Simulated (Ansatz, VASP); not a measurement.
Zr2B in VASP and in Ansatz

File INCAR:

```
ALGO = Normal
EDIFF = 1E-6
EDIFFG = -0.04
ENCUT = 600
GGA = PE
IBRION = 2
ISIF = 3
ISMEAR = 0
LASPH = True
LCHARG = False
LREAL = False
LWAVE = False
NELM = 60
NSW = 90
PREC = Accurate
SIGMA = 0.1
```

The input KPOINTS:

```
k-points
0
Gamma
  6 6 4
```

The input POSCAR:

```
Zr2B
1.0
    3.0967432100      0.0000000000      0.0000000000
   -1.5483716000      2.6818582900      0.0000000000
    0.0000000000      0.0000000000      6.5074437300
Zr B
2 1
Direct
    0.3333333300      0.6666666700      0.2855008900
    0.6666666700      0.3333333300      0.7144991100
    0.0000000000      0.0000000000      0.0000000000
```

Input for Ansatz:

```yaml
crystal:
  lattice:
    - [3.09674321, 0.0, 0.0]
    - [-1.5483716, 2.68185829, 0.0]
    - [0.0, 0.0, 6.50744373]
  atoms:
    - { symbol: Zr, position: [0.33333333, 0.66666667, 0.28550089] }
    - { symbol: Zr, position: [0.66666667, 0.33333333, 0.71449911] }
    - { symbol: B, position: [0.0, 0.0, 0.0] }
basis:
  ecutwfc: 420
kpoints:
  mp_grid: { grid: [6, 6, 4] }
hamiltonian:
  xc: pbe
scf:
  occupations: { method: gaussian, width: 0.1 }
  lower_state_search: "off"
output:
  forces: true
  stress: true
  eigenvalues: true
relax:
  adjacent_minimum: "off"
  f_tol: 0.04
  max_steps: 70
  cell: { stress_tol: 0.4 }
```

Alike in both runs: task relaxation of cell and atoms; functional PBE; k mesh 6 × 6 × 4; occupations gaussian, width 0.1 eV; no spin polarisation.

```csv
,VASP,Ansatz
version,VASP 6.6.1,Ansatz 0.2.0
potentials or method,"VASP PAW PBE potentials, release 64 (Zr_sv, B), cutoff 600 eV","scalar-relativistic, plane waves, PAW"
valence electrons in the cell,27,27
```

Ansatz gave:

```
gap on the k mesh at the Fermi level, each at its own relaxed structure (eV) : none
relaxed volume (Å³/atom)                                                     : 18.83
relaxed cell length with the largest relative difference (Å)                 : 5.572
```

Task: What did VASP give for the same quantities?

Result: gap on the k mesh at the Fermi level, each at its own relaxed structure (eV): none; relaxed volume (Å³/atom): 18.84; relaxed cell length with the largest relative difference (Å): 5.550.

A gap of «none» marks a metal or a gap that the smearing closes.

The k mesh is coarse, so the values compare programs but aren't converged.
